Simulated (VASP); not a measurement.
# K (Pm-3m) in VASP: single point with PBEsol

Aim: the single point of K with PBEsol.

Everything below comes from runs of VASP 6.6.1. Logs are shortened: lines on timing, memory, paths and dates and some standing lists are left out, and cuts for length are marked.

## 1. The cell of the first run

It takes space group Pm-3m (No. 221, cubic). The conventional cell has a = 4.310 Å, b = 4.310 Å, c = 4.310 Å, α = 90.00°, β = 90.00°, γ = 90.00°. Within 5.7 Å of K (site symmetry m-3m) lie 6 K at 4.31 Å.

This isn't the form of K at room conditions, which is bcc.

## 2. Single point, PBEsol

File INCAR:

```
SYSTEM = K
ALGO = Normal
EDIFF = 1E-6
ENCUT = 500
GGA = PS
GGA_COMPAT = .FALSE.
ISIF = 2
ISMEAR = -1
LASPH = .TRUE.
LCHARG = .FALSE.
LREAL = .FALSE.
LWAVE = .FALSE.
NBANDS = 10
NELM = 120
PREC = Accurate
SIGMA = 0.1
```

File KPOINTS:

```
k-points
0
G
  6 6 6
  0 0 0
```

File POSCAR:

```
K
1.0
    4.3104394900      0.0000000000      0.0000000000
    0.0000000000      4.3104394900      0.0000000000
    0.0000000000      0.0000000000      4.3104394900
K
1
Direct
    0.0000000000      0.0000000000      0.0000000000
```

Potentials or basis: VASP PAW PBE potentials, release 64 (K_sv).

Run with:

```console
$ cat potpaw_PBE.64/K_sv/POTCAR > POTCAR
$ mpirun -np 1 vasp_std > vasp.out
```

OUTCAR:

```text
SYSTEM = K
   EDIFF = 1E-6
   ENCUT = 500
   GGA = PS
   ISIF = 2
   ISMEAR = -1
   LASPH = .TRUE.
   LREAL = .FALSE.
   NELM = 120
   PREC = Accurate

 ion  position               nearest neighbor table
   1  0.000  0.000  0.000-

  LATTYP: Found a simple cubic cell.
 ALAT       =     4.3104394900

  Lattice vectors:

 A1 = (   4.3104394900,   0.0000000000,   0.0000000000)
 A2 = (   0.0000000000,   4.3104394900,   0.0000000000)
 A3 = (   0.0000000000,   0.0000000000,   4.3104394900)

Analysis of symmetry for initial positions (statically):
=====================================================================
 Subroutine PRICEL returns:
 Original cell was already a primitive cell.

 Routine SETGRP: Setting up the symmetry group for a
 simple cubic supercell.

 Subroutine GETGRP returns: Found 48 space group operations
 (whereof 48 operations were pure point group operations)
 out of a pool of 48 trial point group operations.

The static configuration has the point symmetry O_h .

Analysis of symmetry for dynamics (positions and initial velocities):
=====================================================================
 Subroutine PRICEL returns:
 Original cell was already a primitive cell.

 Routine SETGRP: Setting up the symmetry group for a
 simple cubic supercell.

 Subroutine GETGRP returns: Found 48 space group operations
 (whereof 48 operations were pure point group operations)
 out of a pool of 48 trial point group operations.

The dynamic configuration has the point symmetry O_h .

 Subroutine INISYM returns: Found 48 space group operations
 (whereof 48 operations are pure point group operations),
 and found     1 'primitive' translations

----------------------------------------------------------------------------------------

                                     Primitive cell

  volume of cell :      80.0875

  direct lattice vectors                    reciprocal lattice vectors
     4.310439490  0.000000000  0.000000000     0.231994905  0.000000000  0.000000000
     0.000000000  4.310439490  0.000000000     0.000000000  0.231994905  0.000000000
     0.000000000  0.000000000  4.310439490     0.000000000  0.000000000  0.231994905

  length of vectors
[... 75 lines left out ...]
   EDIFF  = 0.1E-05   stopping-criterion for ELM
   LREAL  =      F    real-space projection
   EDIFFG = 0.1E-04   stopping-criterion for IOM
   NSW    =      0    number of steps for IOM
   IBRION =     -1    ionic relax: 0-MD 1-quasi-New 2-CG
   NFREE  =      0    steps in history (QN), initial steepest desc. (CG)
   ISIF   =      2    stress and relaxation
   ISYM   =      2    0-nonsym 1-usesym 2-fastsym
   POTIM  = 0.5000    time-step for ionic-motion
   TEBEG  =    0.0;   TEEND  =   0.0 temperature during run
   PSTRESS=    0.0 pullay stress
   NELECT =       9.0000    total number of electrons
   NUPDOWN=      -1.0000    fix difference up-down
   EMIN   =  10.00;   EMAX   =-10.00  energy-range for DOS
   EFERMI =   0.00;   METHOD = LEGACY
   ISMEAR =    -1;   SIGMA  =   0.10  broadening in eV -4-tet -1-fermi 0-gaus
   EFERMI_NEDOS =   21; number of points for ismear=-14 and -15
   IALGO  =     38    algorithm
   IMIX   =      4    mixing-type and parameters
     AMIX     =   0.40;   BMIX     =  1.00
     AMIX_MAG =   1.60;   BMIX_MAG =  1.00
  volume/ion in A,a.u.               =      80.09       540.46
  Fermi-wavevector in a.u.,A,eV,Ry     =   0.790013  1.492908  8.491671  0.624120
  Thomas-Fermi vector in A             =   1.895269
   LORBIT       =      0    0 simple, 1 ext, 2 COOP (PROOUT), +10 PAW based schemes
   GGA     = PS    functional components
   LHFCALC =     F    Hartree Fock is set to
   AEXX    =    0.0000 exact exchange contribution
   IVDW    =     0    specifies the selected vdW correction
   LEPSILON=     F    determine dielectric tensor
   LRPA    =     F    only Hartree local field effects (RPA)
 non-spin polarized calculation
  energy-cutoff  :      500.00
  volume of cell :       80.09
 maximum number of plane-waves:      2054
 NGX is ok and might be reduce to    32
   NGX = 15   NGY = 15   NGZ = 15

 number of electron       9.0000003 magnetization

 Free energy of the ion-electron system (eV)
  ---------------------------------------------------
  ext. energy  EPLUGINS =         0.00000000
  ---------------------------------------------------
  free energy    TOTEN  =        -1.03305257 eV

  energy without entropy =       -1.00163945  energy(sigma->0) =       -1.01734601

 E-fermi :  -0.2678     XC(G=0):  -5.4826

 val. band max:       -0.3667272842   @ k =   0.5000   0.0000   0.0000
 cond. band min:      -0.2507395335   @ k =   0.3333   0.3333   0.1667
 fundamental gap:      0.1159877506
 Fermi energy:        -0.2677556475

 k-point     1 :       0.0000    0.0000    0.0000
  band No.  band energies     occupation
      1     -32.5216      2.00000
      2     -16.0230      2.00000
      3     -16.0230      2.00000
      4     -16.0230      2.00000
      5      -2.3650      2.00000
      6       2.5707      0.00000
      7       2.5707      0.00000
      8       5.8438      0.00000
      9       5.8438      0.00000
     10       5.8470      0.00000
[... 235 lines left out ...]
 k-point    20 :       0.5000    0.5000    0.5000
  band No.  band energies     occupation
      1     -32.5093      2.00000
      2     -16.0872      2.00000
      3     -16.0872      2.00000
      4     -16.0872      2.00000
      5       1.9807      0.00000
      6       1.9807      0.00000
      7       1.9807      0.00000
      8       3.9387      0.00000
      9       3.9387      0.00000
     10       3.9412      0.00000

------------------------ aborting loop because EDIFF is reached ----------------------------------------

  FORCE on cell =-STRESS in cart. coord.  units (eV):
  Direction    XX          YY          ZZ          XY          YZ          ZX
  --------------------------------------------------------------------------------------
  -------------------------------------------------------------------------------------
  Total       -0.0700301     -0.0700301     -0.0700301      0.0000000      0.0000000      0.0000000
  in kB       -1.4009751     -1.4009751     -1.4009751      0.0000000      0.0000000      0.0000000
  external PRESSURE =      -1.4009751 kB  Pullay stress =       0.0000000 kB

 VOLUME and BASIS-vectors are now :
 -----------------------------------------------------------------------------
  energy-cutoff  :      500.00
  volume of cell :       80.09
      direct lattice vectors                 reciprocal lattice vectors
     4.310439490  0.000000000  0.000000000     0.231994905  0.000000000  0.000000000
     0.000000000  4.310439490  0.000000000     0.000000000  0.231994905  0.000000000
     0.000000000  0.000000000  4.310439490     0.000000000  0.000000000  0.231994905

 POSITION                                       TOTAL-FORCE (eV/Angst)
 -----------------------------------------------------------------------------------
      0.00000      0.00000      0.00000         0.000000      0.000000      0.000000
 -----------------------------------------------------------------------------------
    total drift:                                0.000000     -0.000000      0.000000

  FREE ENERGIE OF THE ION-ELECTRON SYSTEM (eV)
  ---------------------------------------------------
  free  energy   TOTEN  =        -1.0330525673 eV

  energy  without entropy=       -1.0016394499  energy(sigma->0) =       -1.01734601
```

OSZICAR:

```text
N       E                     dE             d eps       ncg     rms          rms(c)
DAV:   1     0.463268829411E+02    0.46327E+02   -0.34197E+03   400   0.657E+02
DAV:   2     0.637355095007E+00   -0.45690E+02   -0.44985E+02   430   0.185E+02
DAV:   3    -0.960971301911E+00   -0.15983E+01   -0.15936E+01   620   0.290E+01
DAV:   4    -0.103651798169E+01   -0.75547E-01   -0.75448E-01   554   0.463E+00
DAV:   5    -0.103731287866E+01   -0.79490E-03   -0.79480E-03   600   0.435E-01    0.171E+00
DAV:   6    -0.103445895334E+01    0.28539E-02   -0.38713E-03   564   0.420E-01    0.112E+00
DAV:   7    -0.103304085648E+01    0.14181E-02   -0.71315E-03   514   0.516E-01    0.970E-02
DAV:   8    -0.103304943014E+01   -0.85737E-05   -0.71130E-04   574   0.258E-01    0.453E-02
DAV:   9    -0.103306056814E+01   -0.11138E-04   -0.35818E-05   612   0.560E-02    0.288E-02
DAV:  10    -0.103305302921E+01    0.75389E-05   -0.25082E-05   490   0.367E-02    0.656E-03
DAV:  11    -0.103305256732E+01    0.46189E-06   -0.11514E-06   486   0.707E-03
   1 F= -.10330526E+01 E0= -.10173460E+01  d E =-.314131E-01
```

stdout:

```text
POSCAR found type information on POSCAR K
 POSCAR found :  1 types and       1 ions
 scaLAPACK will be used
 -----------------------------------------------------------------------------
|                                                                             |
|                                                                             |
|     You enforced a specific xc type in the INCAR file but a different       |
|     I HOPE YOU KNOW WHAT YOU ARE DOING!                                     |
|                                                                             |
 -----------------------------------------------------------------------------

 LDA part: xc-table for (Slater+PW92), standard interpolation
 POSCAR, INCAR and KPOINTS ok, starting setup
 FFT: planning ... GRIDC
 FFT: planning ... GRID_SOFT
 FFT: planning ... GRID
 WAVECAR not read
 entering main loop
```

Run time: 8.7 s. Hardware: 1 thread of Intel Xeon Platinum 8375C at 2.90GHz (Ice Lake), shared host; peak memory 0.16 GiB.

Results:

| Property | Result |
| --- | --- |
| Free energy | -1.0331 eV |
| Pressure | -0.1 GPa |
| Band gap on the k mesh | zero (an odd number of electrons rules out a gap without spin polarisation) |

Levels at points of the mesh, in eV from the Fermi level:
| k point | band 1 | band 2 | band 3 | band 4 | band 5 | band 6 | band 7 | band 8 |
| --- | --- | --- | --- | --- | --- | --- | --- | --- |
| (0.00, 0.00, 0.00) | -32.25 | -15.76 | -15.76 | -15.76 | -2.10 | 2.84 | 2.84 | 6.11 |
| (0.50, 0.00, 0.00) | -32.25 | -15.84 | -15.75 | -15.75 | -0.10 | 0.14 | 3.44 | 4.60 |
| (0.50, 0.50, 0.00) | -32.25 | -15.83 | -15.83 | -15.74 | 1.10 | 2.01 | 2.09 | 2.09 |
| (0.50, 0.50, 0.50) | -32.24 | -15.82 | -15.82 | -15.82 | 2.25 | 2.25 | 2.25 | 4.21 |

Caveat: the PAW data sets were made with another functional, which shifts forces and pressure a little.

The gap in the log of VASP goes by the Fermi energy; the results here count the filled bands.